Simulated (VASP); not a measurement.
Set up this calculation in VASP 6.6.1, as the native input.

```
Task                   : relaxation of cell and atoms
Functional             : PBEsol
Potentials or basis    : VASP PAW PBE potentials, release 64 (In_d, Se)
Cutoff                 : 600 eV
k mesh                 : 6 × 6 × 6
Occupations            : fermi-dirac, width 0.05 eV
Spin                   : no spin polarisation
Target pressure        : 30 GPa
Dipole correction      : no
Further INCAR settings : ALGO = Normal; EDIFF = 1e-06; IBRION = 2; EDIFFG = -0.01; NSW = 60; ISIF = 3
```

The structure of In3Se lies in POSCAR:

```
In3Se
1.0
    4.8037580000      0.0000000000      0.0000000000
    0.0000000000      4.8037580000      0.0000000000
    0.0000000000      0.0000000000      4.8037580000
In Se
3 1
Direct
    0.5000000000      0.5000000000      0.0000000000
    0.5000000000      0.0000000000      0.5000000000
    0.0000000000      0.5000000000      0.5000000000
    0.0000000000      0.0000000000      0.0000000000
```

The input as run:

INCAR

```
SYSTEM = In3Se
  PREC = Accurate
  ENCUT = 600
  EDIFF = 1E-6
  ISMEAR = -1
  SIGMA = 0.05
  LREAL = .False.
  LASPH = .True.
  NELM = 100
  ALGO = Normal
  ISIF = 3
  LWAVE = .False.
  LCHARG = .False.
  GGA = PS
  IBRION = 2
  NSW = 60
  EDIFFG = -0.01
  PSTRESS = 300.0
```

KPOINTS

```
Automatic mesh
0
Gamma
  6 6 6
  0 0 0
```

Potentials or basis: VASP PAW PBE potentials, release 64 (In_d, Se).

Run with:

```sh
$ cat potpaw_PBE.64/In_d/POTCAR potpaw_PBE.64/Se/POTCAR > POTCAR
$ mpirun -np 1 vasp_std > vasp.out
```

It gave:

```yaml
Relaxed_volume: 18.57 Å³/atom
Relaxed_cell: a = 4.203 Å, b = 4.203 Å, c = 4.203 Å, α = 90.00°, β = 90.00°, γ = 90.00°
Space_group_after_relaxing_to_0.1_Å: Pm-3m (No. 221)
Energy_change_on_relaxing_the_run_minimises_the_enthalpy: +456.5 meV/atom
Ionic_steps: 17
Pressure_after_relaxing: 30.0 GPa
Band_gap_on_the_k_mesh: zero (an odd number of electrons rules out a gap without spin polarisation)
```

Caveat: the cell is relaxed towards a set pressure, so the run minimises the enthalpy, not the energy; the volume moved by over 15 % at a fixed basis, so the end points are rough; the PAW data sets were made with another functional, which shifts forces and pressure a little; spin-orbit coupling is left out, which moves the levels of the heavy elements.

It took 6.8 min on 1 thread of Intel(R) Xeon(R) Platinum 8488C (Sapphire Rapids), with other jobs on the host, peak memory 0.29 GiB.
